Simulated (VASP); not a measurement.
# Y in VASP: a series of runs

Y is run at these levels: PBEsol; tasks: single point.

Program: VASP 6.6.1. These are calculated values, not measurements. Logs are shortened: lines on timing, memory, paths and dates and some standing lists are left out, and cuts for length are marked.

## (1) The cell of the first run

The structure is hexagonal, space group P6_3/mmc (No. 194). Conventional cell: a = 3.672 Å, b = 3.672 Å, c = 5.769 Å, α = 90.00°, β = 90.00°, γ = 120.00°. Within 4.7 Å of Y (site symmetry -6m2) lie 12 Y at 3.58 to 3.67 Å.

## (2) Single point, PBEsol (volume scaled by 1.02)

INCAR reads:

```
SYSTEM = Y
  PREC = Accurate
  ENCUT = 520
  EDIFF = 1E-6
  ISMEAR = -1
  SIGMA = 0.05
  LREAL = .FALSE.
  LASPH = .TRUE.
  NELM = 80
  ALGO = Fast
  ISIF = 2
  LWAVE = .FALSE.
  LCHARG = .TRUE.
  GGA = PS
  LELF = .TRUE.
  LVHAR = .TRUE.
  NBANDS = 18
```

KPOINTS reads:

```
regular mesh
0
G
  8 8 5
  0 0 0
```

POSCAR reads:

```
Y
1.0
    3.6715556708      0.0000000000      0.0000000000
   -1.8357778354      3.1796604824      0.0000000000
    0.0000000000      0.0000000000      5.7685520994
Y
2
Direct
    0.6666666667      0.3333333333      0.7500000000
    0.3333333333      0.6666666667      0.2500000000
```

Potentials or basis: VASP PAW PBE potentials, release 64 (Y_sv).

Started as:

```sh
$ cat potpaw_PBE.64/Y_sv/POTCAR > POTCAR
$ mpirun -np 1 vasp_std > vasp.out
```

OUTCAR:

```text
SYSTEM = Y
   PREC = Accurate
   ENCUT = 520
   EDIFF = 1E-6
   ISMEAR = -1
   LREAL = .FALSE.
   LASPH = .TRUE.
   NELM = 80
   ISIF = 2
   GGA = PS

 ion  position               nearest neighbor table
   1  0.667  0.333  0.750-   2 3.58   2 3.58   2 3.58   2 3.58   2 3.58   2 3.58
   2  0.333  0.667  0.250-   1 3.58   1 3.58   1 3.58   1 3.58   1 3.58   1 3.58

  LATTYP: Found a hexagonal cell.
 ALAT       =     3.6715556708
 C/A-ratio  =     1.5711465702

  Lattice vectors:

 A1 = (   3.6715556708,   0.0000000000,   0.0000000000)
 A2 = (  -1.8357778354,   3.1796604824,   0.0000000000)
 A3 = (   0.0000000000,   0.0000000000,   5.7685520994)

Analysis of symmetry for initial positions (statically):
=====================================================================
 Subroutine PRICEL returns:
 Original cell was already a primitive cell.

 Routine SETGRP: Setting up the symmetry group for a
 hexagonal supercell.

 Subroutine GETGRP returns: Found 24 space group operations
 (whereof 12 operations were pure point group operations)
 out of a pool of 24 trial point group operations.

The static configuration has the point symmetry D_3d.
 The point group associated with its full space group is D_6h.

Analysis of symmetry for dynamics (positions and initial velocities):
=====================================================================
 Subroutine PRICEL returns:
 Original cell was already a primitive cell.

 Routine SETGRP: Setting up the symmetry group for a
 hexagonal supercell.

 Subroutine GETGRP returns: Found 24 space group operations
 (whereof 12 operations were pure point group operations)
 out of a pool of 24 trial point group operations.

The dynamic configuration has the point symmetry D_3d.
 The point group associated with its full space group is D_6h.

 Subroutine INISYM returns: Found 24 space group operations
 (whereof 12 operations are pure point group operations),
 and found     1 'primitive' translations

----------------------------------------------------------------------------------------

                                     Primitive cell

  volume of cell :      67.3438

  direct lattice vectors                    reciprocal lattice vectors
     3.671555671  0.000000000  0.000000000     0.272364112  0.157249493  0.000000000
    -1.835777835  3.179660482  0.000000000     0.000000000  0.314498987  0.000000000
     0.000000000  0.000000000  5.768552099     0.000000000  0.000000000  0.173353726

  length of vectors
     3.671555671  3.671555671  5.768552099     0.314498987  0.314498987  0.173353726

  position of ions in fractional coordinates (direct lattice)
     0.666666667  0.333333333  0.750000000
     0.333333333  0.666666667  0.250000000

  ion indices of the primitive-cell ions
   primitive index   ion index
                 1           1
                 2           2

----------------------------------------------------------------------------------------

 KPOINTS: regular mesh

Automatic generation of k-mesh.
 Grid dimensions read from file:
 generate k-points for:    8    8    5

 Generating k-lattice:

  Cartesian coordinates                     Fractional coordinates (reciprocal lattice)
     0.034045514  0.019656187  0.000000000     0.125000000 -0.000000000  0.000000000
     0.000000000  0.039312373  0.000000000     0.000000000  0.125000000  0.000000000
     0.000000000  0.000000000  0.034670745     0.000000000  0.000000000  0.200000000

  Length of vectors
     0.039312373  0.039312373  0.034670745

  Shift w.r.t. Gamma in fractional coordinates (k-lattice)
     0.000000000  0.000000000  0.000000000

 Subroutine IBZKPT returns following result:
 ===========================================

 Found     30 irreducible k-points:

 Following reciprocal coordinates:
            Coordinates               Weight
  0.000000  0.000000  0.000000      1.000000
  0.125000  0.000000  0.000000      6.000000
  0.250000  0.000000  0.000000      6.000000
  0.375000  0.000000  0.000000      6.000000
  0.500000  0.000000  0.000000      3.000000
  0.125000  0.125000  0.000000      6.000000
[... 16 lines left out ...]
  0.250000  0.000000  0.400000     12.000000
  0.375000  0.000000  0.400000     12.000000
 [... further k-points ...]
   k-points           NKPTS =     30   k-points in BZ     NKDIM =     30   number of bands    NBANDS=     18
   number of dos      NEDOS =    301   number of ions     NIONS =      2
   total plane-waves  NPLWV =  37632
   dimension x,y,z NGX =    28 NGY =   28 NGZ =   48
   dimension x,y,z NGXF=    56 NGYF=   56 NGZF=   96
   ions per type =               2
   NGX,Y,Z   is equivalent  to a cutoff of  12.68, 12.68, 13.83 a.u.
   NGXF,Y,Z  is equivalent  to a cutoff of  25.36, 25.36, 27.67 a.u.
 SYSTEM =  Y
   PREC   = accura    normal or accurate (medium, high low for compatibility)
   ISTART =      0    job   : 0-new  1-cont  2-samecut
   ICHARG =      2    charge: 1-file 2-atom 10-const
   ISPIN  =      1    spin polarized calculation?
   LNONCOLLINEAR =      F non collinear calculations
   LSORBIT =      F    spin-orbit coupling
   LASPH  =      T    aspherical Exc in radial PAW
   ENCUT  =  520.0 eV  38.22 Ry    6.18 a.u.   6.83  6.83 10.73*2*pi/ulx,y,z
   NELM   =     80;   NELMIN=  2; NELMDL= -5     # of ELM steps
   EDIFF  = 0.1E-05   stopping-criterion for ELM
   LREAL  =      F    real-space projection
   EDIFFG = 0.1E-04   stopping-criterion for IOM
   NSW    =      0    number of steps for IOM
   IBRION =     -1    ionic relax: 0-MD 1-quasi-New 2-CG
   NFREE  =      0    steps in history (QN), initial steepest desc. (CG)
   ISIF   =      2    stress and relaxation
   ISYM   =      2    0-nonsym 1-usesym 2-fastsym
   POTIM  = 0.5000    time-step for ionic-motion
   TEBEG  =    0.0;   TEEND  =   0.0 temperature during run
   PSTRESS=    0.0 pullay stress
   NELECT =      22.0000    total number of electrons
   NUPDOWN=      -1.0000    fix difference up-down
   EMIN   =  10.00;   EMAX   =-10.00  energy-range for DOS
   EFERMI =   0.00;   METHOD = LEGACY
   ISMEAR =    -1;   SIGMA  =   0.05  broadening in eV -4-tet -1-fermi 0-gaus
   EFERMI_NEDOS =   21; number of points for ismear=-14 and -15
   IALGO  =     68    algorithm
   IMIX   =      4    mixing-type and parameters
     AMIX     =   0.40;   BMIX     =  1.00
     AMIX_MAG =   1.60;   BMIX_MAG =  1.00
  volume/ion in A,a.u.               =      33.67       227.23
  Fermi-wavevector in a.u.,A,eV,Ry     =   1.127500  2.130666 17.296487  1.271256
  Thomas-Fermi vector in A             =   2.264186
   LORBIT       =      0    0 simple, 1 ext, 2 COOP (PROOUT), +10 PAW based schemes
   GGA     = PS    functional components
   LHFCALC =     F    Hartree Fock is set to
   AEXX    =    0.0000 exact exchange contribution
   IVDW    =     0    specifies the selected vdW correction
   LEPSILON=     F    determine dielectric tensor
   LRPA    =     F    only Hartree local field effects (RPA)
 non-spin polarized calculation
 RMM-DIIS sequential band-by-band and
  energy-cutoff  :      520.00
  volume of cell :       67.34
 maximum number of plane-waves:      1834
 NGX is ok and might be reduce to    28
   NGX = 13   NGY = 13   NGZ = 21

 number of electron      22.0000001 magnetization

 Free energy of the ion-electron system (eV)
  ---------------------------------------------------
  ext. energy  EPLUGINS =         0.00000000
  ---------------------------------------------------
  free energy    TOTEN  =       -13.60026803 eV

  energy without entropy =      -13.55962085  energy(sigma->0) =      -13.57994444

 E-fermi :   2.7582     XC(G=0):  -9.4369

 val. band max:        2.7348188974   @ k =   0.3750   0.2500   0.4000
 cond. band min:       2.7591058965   @ k =   0.2500   0.1250   0.0000
 fundamental gap:      0.0242869991
 Fermi energy:         2.7582132052

 k-point     1 :       0.0000    0.0000    0.0000
  band No.  band energies     occupation
      1     -39.8935      2.00000
      2     -39.8275      2.00000
      3     -20.1605      2.00000
      4     -19.7215      2.00000
      5     -19.7215      2.00000
      6     -19.6385      2.00000
[... 10 lines left out ...]
     17       5.4959      0.00000
     18       5.4959      0.00000

 k-point     2 :       0.1250    0.0000    0.0000
  band No.  band energies     occupation
      1     -39.8867      2.00000
      2     -39.8251      2.00000
      3     -20.1351      2.00000
      4     -19.7722      2.00000
      5     -19.7386      2.00000
      6     -19.6916      2.00000
[... 10 lines left out ...]
     17       5.2192      0.00000
     18       5.3481      0.00000

 k-point     3 :       0.2500    0.0000    0.0000
  band No.  band energies     occupation
      1     -39.8693      2.00000
      2     -39.8201      2.00000
      3     -20.0667      2.00000
      4     -19.8956      2.00000
      5     -19.8142      2.00000
      6     -19.7778      2.00000
[... 10 lines left out ...]
     17       5.8868      0.00000
     18       6.1336      0.00000

 k-point     4 :       0.3750    0.0000    0.0000
  band No.  band energies     occupation
      1     -39.8495      2.00000
      2     -39.8173      2.00000
      3     -20.0195      2.00000
      4     -19.9792      2.00000
      5     -19.9300      2.00000
      6     -19.8150      2.00000
[... 10 lines left out ...]
     17       6.9211      0.00000
     18       7.1916      0.00000

 k-point     5 :       0.5000    0.0000    0.0000
  band No.  band energies     occupation
      1     -39.8396      2.00000
      2     -39.8179      2.00000
      3     -20.0707      2.00000
      4     -19.9763      2.00000
      5     -19.9275      2.00000
      6     -19.8300      2.00000
[... 10 lines left out ...]
     17       8.0065      0.00000
     18       8.3786      0.00000

 k-point     6 :       0.1250    0.1250    0.0000
  band No.  band energies     occupation
      1     -39.8745      2.00000
      2     -39.8214      2.00000
      3     -20.0881      2.00000
      4     -19.8424      2.00000
      5     -19.8135      2.00000
      6     -19.7383      2.00000
[... 10 lines left out ...]
     17       5.4979      0.00000
     18       6.0165      0.00000

 k-point     7 :       0.2500    0.1250    0.0000
  band No.  band energies     occupation
      1     -39.8557      2.00000
      2     -39.8177      2.00000
      3     -20.0084      2.00000
      4     -19.9563      2.00000
      5     -19.9045      2.00000
      6     -19.8003      2.00000
[... 10 lines left out ...]
     17       6.5031      0.00000
     18       7.0875      0.00000

 k-point     8 :       0.3750    0.1250    0.0000
  band No.  band energies     occupation
      1     -39.8396      2.00000
      2     -39.8178      2.00000
      3     -20.0436      2.00000
      4     -19.9554      2.00000
      5     -19.9284      2.00000
      6     -19.8498      2.00000
[... 10 lines left out ...]
     17       7.4735      0.00000
     18       7.9358      0.00000
[... 229 lines left out ...]
     17       7.0843      0.00000
     18       7.6747      0.00000

 k-point    20 :       0.3750    0.2500    0.2000
  band No.  band energies     occupation
      1     -39.8291      2.00000
      2     -39.8218      2.00000
      3     -20.0344      2.00000
      4     -19.9823      2.00000
      5     -19.9466      2.00000
      6     -19.8256      2.00000
[... 10 lines left out ...]
     17       7.2184      0.00000
     18       7.7585      0.00000

 k-point    21 :       0.0000    0.0000    0.4000
  band No.  band energies     occupation
      1     -39.8708      2.00000
      2     -39.8504      2.00000
      3     -19.9762      2.00000
      4     -19.8054      2.00000
      5     -19.6930      2.00000
      6     -19.6930      2.00000
[... 10 lines left out ...]
     17       6.6284      0.00000
     18       6.6284      0.00000

 k-point    22 :       0.1250    0.0000    0.4000
  band No.  band energies     occupation
      1     -39.8655      2.00000
      2     -39.8465      2.00000
      3     -19.9780      2.00000
      4     -19.8357      2.00000
      5     -19.7283      2.00000
      6     -19.7066      2.00000
[... 10 lines left out ...]
     17       6.5353      0.00000
     18       6.6078      0.00000

 k-point    23 :       0.2500    0.0000    0.4000
  band No.  band energies     occupation
      1     -39.8523      2.00000
      2     -39.8371      2.00000
      3     -20.0095      2.00000
      4     -19.9345      2.00000
      5     -19.7823      2.00000
      6     -19.7387      2.00000
[... 10 lines left out ...]
     17       6.5999      0.00000
     18       6.7065      0.00000

 k-point    24 :       0.3750    0.0000    0.4000
  band No.  band energies     occupation
      1     -39.8384      2.00000
      2     -39.8284      2.00000
      3     -20.0840      2.00000
      4     -20.0436      2.00000
      5     -19.7873      2.00000
      6     -19.7700      2.00000
[... 10 lines left out ...]
     17       7.1585      0.00000
     18       7.4126      0.00000

 [... further k-points ...]
[... 5 lines left out ...]
  --------------------------------------------------------------------------------------
  -------------------------------------------------------------------------------------
  Total       -1.1187421     -1.1187421     -1.3157074      0.0000000      0.0000000      0.0000000
  in kB      -26.6160046    -26.6160046    -31.3020098      0.0000000      0.0000000      0.0000000
  external PRESSURE =     -28.1780064 kB  Pullay stress =       0.0000000 kB

 VOLUME and BASIS-vectors are now :
 -----------------------------------------------------------------------------
  energy-cutoff  :      520.00
  volume of cell :       67.34
      direct lattice vectors                 reciprocal lattice vectors
     3.671555671  0.000000000  0.000000000     0.272364112  0.157249493  0.000000000
    -1.835777835  3.179660482  0.000000000     0.000000000  0.314498987  0.000000000
     0.000000000  0.000000000  5.768552099     0.000000000  0.000000000  0.173353726

 POSITION                                       TOTAL-FORCE (eV/Angst)
 -----------------------------------------------------------------------------------
      1.83578      1.05989      4.32641        -0.000000     -0.000000      0.000000
     -0.00000      2.11977      1.44214         0.000000      0.000000      0.000000
 -----------------------------------------------------------------------------------
    total drift:                               -0.000000      0.000000     -0.000000

  FREE ENERGIE OF THE ION-ELECTRON SYSTEM (eV)
  ---------------------------------------------------
  free  energy   TOTEN  =       -13.6002680337 eV

  energy  without entropy=      -13.5596208501  energy(sigma->0) =      -13.57994444
```

It used 100 s of CPU time on 1 thread of AMD EPYC 7R13 Processor (Zen 3) (shared host).

What came out:

| Quantity | Value |
| --- | --- |
| Free energy | -13.6003 eV |
| Pressure | -2.8 GPa |
| Band gap on the k mesh | zero (band 11 reaches 3.59 eV, above the bottom of band 12 at 2.31 eV) |

Caveat: the PAW data sets were made with another functional, which shifts forces and pressure a little.

## (3) Single point, PBEsol (volume scaled by 1.04)

INCAR reads:

```
SYSTEM = Y
PREC     = Accurate       ! precision mode
ENCUT    = 520            ! plane-wave cutoff, eV
EDIFF    = 1E-7           ! SCF threshold, eV
ISMEAR   = -1             ! smearing method
SIGMA    = 0.05           ! smearing width, eV
LREAL    = .False.        ! projectors in reciprocal space
LASPH    = .True.         ! aspherical terms in the spheres
NELM     = 100            ! most SCF steps
ALGO     = Fast           ! electronic algorithm
ISIF     = 2              ! what is computed and relaxed
LWAVE    = .False.        ! write WAVECAR
LCHARG   = .True.         ! write CHGCAR
GGA      = PS             ! functional
LELF     = .True.         ! ELF
LVHAR    = .True.       
NBANDS   = 18             ! bands
```

KPOINTS reads:

```
Automatic mesh
0
Gamma
  8 8 5
  0 0 0
```

POSCAR reads:

```
Y
1.0
    3.6953976095      0.0000000000      0.0000000000
   -1.8476988047      3.2003082069      0.0000000000
    0.0000000000      0.0000000000      5.8060112795
Y
2
Direct
    0.6666666667      0.3333333333      0.7500000000
    0.3333333333      0.6666666667      0.2500000000
```

Potentials or basis: VASP PAW PBE potentials, release 64 (Y_sv).

Started as:

```sh
$ cat potpaw_PBE.64/Y_sv/POTCAR > POTCAR
$ mpirun -np 1 vasp_std > vasp.out
```

It used 150 s of CPU time on 1 thread of AMD EPYC 7R13 Processor (Zen 3), with other jobs on the host.

Results (log left out):

- Free energy: -13.5745 eV
- Pressure: -3.4 GPa
- Band gap on the k mesh: zero (band 11 reaches 3.44 eV, above the bottom of band 12 at 2.21 eV)

Stress tensor (GPa, compression positive):
```
-3.29  0.00  0.00
 0.00 -3.29  0.00
 0.00  0.00 -3.75
```

Levels at points of the mesh, in eV from the Fermi level:
```tsv
k point	band 9	band 10	band 11	band 12	band 13	band 14
(0.00, 0.00, 0.00)	-4.62	-1.80	0.77	1.71	1.71	1.98
(0.50, 0.00, 0.00)	-1.66	-1.11	-0.74	-0.15	1.32	1.44
```

Caveat: the PAW data sets were made with another functional, which shifts forces and pressure a little.

## (4) Single point, PBEsol (volume scaled by 1.06)

INCAR reads:

```
  PREC = Accurate
  ENCUT = 520
  EDIFF = 1E-6
  ISMEAR = -1
  SIGMA = 0.05
  LREAL = F
  LASPH = T
  NELM = 100
  ALGO = Normal
  ISIF = 2
  LWAVE = F
  LCHARG = T
  GGA = PS
  LELF = T
  LVHAR = T
  NBANDS = 18
```

KPOINTS reads:

```
regular mesh
0
Gamma
  8 8 5
```

POSCAR reads:

```
Y
1.0
    3.7189358085      0.0000000000      0.0000000000
   -1.8594679043      3.2206928852      0.0000000000
    0.0000000000      0.0000000000      5.8429932402
Y
2
Direct
    0.6666666667      0.3333333333      0.7500000000
    0.3333333333      0.6666666667      0.2500000000
```

Started as:

```sh
$ cat potpaw_PBE.64/Y_sv/POTCAR > POTCAR
$ mpirun -np 1 vasp_std > vasp.out
```

It used 63 s of CPU time on 1 thread of AMD EPYC 7R13 Processor (Zen 3), on a shared host.

Results (log left out):

| Property | Result |
| --- | --- |
| Free energy | -13.5438 eV |
| Pressure | -4.0 GPa |
| Band gap on the k mesh | zero (band 11 reaches 3.31 eV, above the bottom of band 12 at 2.12 eV) |

Stress tensor (GPa, compression positive):
```
-3.87  0.00  0.00
 0.00 -3.87  0.00
 0.00  0.00 -4.33
```

Levels at points of the mesh, in eV from the Fermi level:
| k point | band 7 | band 8 | band 9 | band 10 | band 11 | band 12 | band 13 | band 14 | band 15 | band 16 |
| --- | --- | --- | --- | --- | --- | --- | --- | --- | --- | --- |
| (0.00, 0.00, 0.00) | -22.52 | -22.49 | -4.59 | -1.78 | 0.72 | 1.69 | 1.69 | 1.95 | 2.24 | 2.24 |
| (0.50, 0.00, 0.00) | -22.62 | -22.57 | -1.65 | -1.08 | -0.72 | -0.17 | 1.29 | 1.43 | 1.93 | 4.71 |

Caveat: the PAW data sets were made with another functional, which shifts forces and pressure a little.

(Part 1 of 2 ends here.)
